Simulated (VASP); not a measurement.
Here is a VASP 6.6.1 calculation.

Contents of INCAR:

```
SYSTEM = FePt
PREC = Accurate ; ENCUT = 520
EDIFF = 1E-6 ; ISMEAR = -1
SIGMA = 0.05 ; LREAL = .FALSE.
LASPH = .TRUE. ; NELM = 150
ALGO = Normal ; ISIF = 2
LWAVE = .FALSE. ; LCHARG = .FALSE.
ISPIN = 2 ; MAGMOM = 2.7 0.4
LORBIT = 11 ; LMAXMIX = 4
NBANDS = 20
```

The input KPOINTS:

```
regular mesh
0
G
  14 14 10
  0 0 0
```

POSCAR

```
FePt
1.0
    2.6577955508      0.0000000000      0.0000000000
    0.0000000000      2.6577955508      0.0000000000
    0.0000000000      0.0000000000      3.6856156822
Fe Pt
1 1
Direct
    0.0000000000      0.0000000000      0.0000000000
    0.5000000000      0.5000000000      0.5000000000
```

Potentials or basis: VASP PAW LDA potentials, release 64 (Fe, Pt).

Run with:

```bash
$ cat potpaw_LDA.64/Fe/POTCAR potpaw_LDA.64/Pt/POTCAR > POTCAR
$ mpirun -np 1 vasp_std > vasp.out
```

Question: What does it give for the pressure?

Answer: -0.3 GPa.

Question: Estimate the site moments.

Answer: Fe +2.65; Pt +0.31 μB.

Question: Estimate the net moment.

Answer: 3.02 μB per cell.

Stress tensor (GPa, compression positive):
```
-0.38  0.00  0.00
 0.00 -0.38  0.00
 0.00  0.00 -0.17
```
